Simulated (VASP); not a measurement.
Write the native input for VASP 6.6.1 that does the following.

| Item | Value |
| --- | --- |
| Task | relaxation of cell and atoms |
| Functional | PBE |
| Potentials or basis | VASP PAW PBE potentials, release 64 (Sn_d, Se) |
| Cutoff | 600 eV |
| k mesh | 6 × 6 × 6 |
| Occupations | gaussian, width 0.1 eV |
| Spin | no spin polarisation |
| Dipole correction | no |
| Further INCAR settings | ALGO = Fast; EDIFF = 1e-06; IBRION = 2; EDIFFG = -0.01; NSW = 100; ISIF = 3 |

The structure of Sn4Se3 lies in POSCAR:

```
Sn4Se3
1.0
    6.0377084823      0.0000000000      0.0000000000
    0.0000000000      6.0377084823      0.0000000000
    0.0000000000      0.0000000000      6.0377084823
Sn Se
4 3
Direct
    0.6967980723      0.6967980723      0.6967980723
    0.3032019277      0.3032019277      0.6967980723
    0.3032019277      0.6967980723      0.3032019277
    0.6967980723      0.3032019277      0.3032019277
    0.0000000000      0.0000000000      0.5000000000
    0.5000000000      0.0000000000      0.0000000000
    0.0000000000      0.5000000000      0.0000000000
```

The cell was generated, and may not be a known phase.

One way to write it, as run:

INCAR

```
ALGO     = Fast           # electronic algorithm
EDIFF    = 1E-6           # SCF threshold, eV
EDIFFG   = -0.01          # ionic threshold
ENCUT    = 600            # plane-wave cutoff, eV
GGA      = PE             # functional
IBRION   = 2              # ionic algorithm
ISIF     = 3              # what is computed and relaxed
ISMEAR   = 0              # smearing method
LASPH    = T              # aspherical terms in the spheres
LCHARG   = F              # write CHGCAR
LREAL    = F              # projectors in reciprocal space
LWAVE    = F              # write WAVECAR
NELM     = 60             # most SCF steps
NSW      = 100            # ionic steps
PREC     = Accurate       # precision mode
SIGMA    = 0.1            # smearing width, eV
```

KPOINTS

```
k-points
0
Gamma
  6 6 6
```

Potentials or basis: VASP PAW PBE potentials, release 64 (Sn_d, Se).

Launch:

```console
$ cat potpaw_PBE.64/Sn_d/POTCAR potpaw_PBE.64/Se/POTCAR > POTCAR
$ mpirun -np 1 vasp_std > vasp.out
```

Results of the run:

* Relaxed volume: 31.26 Å³/atom
* Relaxed cell: a = 6.026 Å, b = 6.026 Å, c = 6.026 Å, α = 90.00°, β = 90.00°, γ = 90.00°
* Space group after relaxing (to 0.1 Å): P-43m (No. 215)
* Energy gained by relaxing: 0.1 meV/atom
* Ionic steps: 5
* Pressure after relaxing: 0.0 GPa
* Largest force after relaxing: 0.008 eV/Å
* Band gap on the k mesh: zero (bands 37 and 38 overlap by 1.75 eV)

Caveat: spin-orbit coupling is left out, which moves the levels of the heavy elements.

Wall time 18 min on 1 thread of Oxide Virtual Turin-like Processor, with other jobs on the host, peak memory 0.42 GiB.
